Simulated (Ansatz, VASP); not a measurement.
**InRu in VASP and in Ansatz**

```xyz
2
Lattice="3.2786 0.0000 0.0000 -1.6393 2.8394 0.0000 -1.6393 0.9465 4.0288" Properties=species:S:1:pos:R:3 pbc="T T T"
In    0.0000    1.8929    2.0144
Ru    0.0000    0.0000    0.0000
```

Alike in both runs: task single point; functional r2SCAN; k mesh 12 × 12 × 12; no spin polarisation.

```csv
,VASP,Ansatz
version,VASP 6.6.1,Ansatz 0.2.0
potentials or method,"VASP PAW PBE potentials, release 64 (In_d, Ru_pv), cutoff 520 eV",PAW plane waves
occupations,"fermi-dirac, width 0.1 eV",fermi-dirac
valence electrons in the cell,27,29
```

Ansatz gave:

```
pressure (GPa)                                                : -8.8
traceless stress, the component that is largest in VASP (GPa) : 5.04
```

Q: Estimate VASP's values.

A: Pressure (GPa): -8.4; traceless stress, the component that is largest in VASP (GPa): 5.22.

VASP's potentials were made for PBE, not for r2SCAN. VASP's potentials hold 27 valence electrons a cell and Ansatz's 29, so a difference there can come from the potentials and not from the codes. Ansatz's warnings: structure snapped to symmetry.
